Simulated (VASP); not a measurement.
A run of VASP 6.6.1 is set up as follows.

INCAR

```
ALGO = Normal ; EDIFF = 1E-6
ENCUT = 520 ; GGA = PE
ISIF = 2 ; ISMEAR = 0
IVDW = 12 ; LASPH = True
LCHARG = True ; LELF = True
LREAL = False ; LVHAR = True
LWAVE = False ; NBANDS = 20
NELM = 60 ; PREC = Accurate
SIGMA = 0.05
```

Contents of KPOINTS:

```
k-points
0
Gamma
  9 9 4
```

Contents of POSCAR:

```
Al2O3
1.0
    2.8099000000      0.0000000000      0.0000000000
   -1.4049500000      2.4334447821      0.0000000000
    0.0000000000      0.0000000000      6.8585000000
Al O
2 3
Direct
    0.0000000000      0.0000000000      0.1907358529
    0.0000000000      0.0000000000      0.8092641471
    0.3333333333      0.6666666667      0.2840924954
    0.6666666667      0.3333333333      0.0000000000
    0.3333333333      0.6666666667      0.7159075046
```

Potentials or basis: VASP PAW PBE potentials, release 64 (Al, O).

Run with:

```console
$ cat potpaw_PBE.64/Al/POTCAR potpaw_PBE.64/O/POTCAR > POTCAR
$ mpirun -np 1 vasp_std > vasp.out
```

What does it give for the band gap on the k mesh?

4.98 eV (least direct gap 5.11 eV).

What does it give for the largest force?

1.330 eV/Å.

Estimate the dispersion energy per atom.

-0.215 eV.

Stress tensor (GPa, compression positive):
```
19.00  0.00  0.00
 0.00 19.00  0.00
 0.00  0.00 23.18
```

Caveat: the cell stands under pressure; an odd mesh through Γ misses points on the zone boundary, where band edges can lie; forces of over 1 eV/Å act on the atoms, so gaps and moduli don't describe the material at rest.
